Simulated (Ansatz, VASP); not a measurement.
**Co3Si in VASP and in Ansatz**

```xyz
8
Lattice="4.9765 0.0000 0.0000 -2.4882 4.3097 0.0000 0.0000 0.0000 3.9728" Properties=species:S:1:pos:R:3 pbc="T T T"
Co    0.0000    1.4435    2.9796
Co    1.2381    3.5880    2.9796
Co   -1.2381    3.5880    2.9796
Co    2.4882    2.8662    0.9932
Co    1.2501    0.7218    0.9932
Co    3.7263    0.7218    0.9932
Si    2.4882    1.4366    2.9796
Si    0.0000    2.8732    0.9932
```

Alike in both runs: task single point; functional PBEsol; k mesh 6 × 6 × 4; occupations gaussian, width 0.1 eV; collinear spin.

```csv
,VASP,Ansatz
version,VASP 6.6.1,Ansatz 0.2.0
potentials or method,"VASP PAW PBE potentials, release 64 (Co, Si), cutoff 520 eV","scalar-relativistic, plane waves, PAW"
valence electrons in the cell,62,110
```

|  | VASP | Ansatz | Ansatz less VASP |
| --- | --- | --- | --- |
| gap on the k mesh at the Fermi level (eV) | none | none | - |
| pressure (GPa) | -8.1 | -7.8 | +0.31 |
| traceless stress, the component that is largest in VASP (GPa) | 0.11 | 0.24 | +0.130 |
| rms of the force components (eV/Å) | 0.032 | 0.043 | +0.0111 |
| net moment per atom (μB) | 0.71 | 0.72 | +0.009 |
| size of the moment on the site where the two differ most (μB) | 0.99 | 1.02 | +0.034 |

VASP's potentials were made for PBE, not for PBEsol. Site moments also hang on the region over which each program counts them. Atom by atom the forces differ by 0.011 eV/Å (rms over components). A gap of «none» marks a metal or a gap that the smearing closes. VASP's potentials hold 62 valence electrons a cell and Ansatz's 110, so a difference there can come from the potentials and not from the codes.

The k mesh is coarse, so the values compare programs but aren't converged.
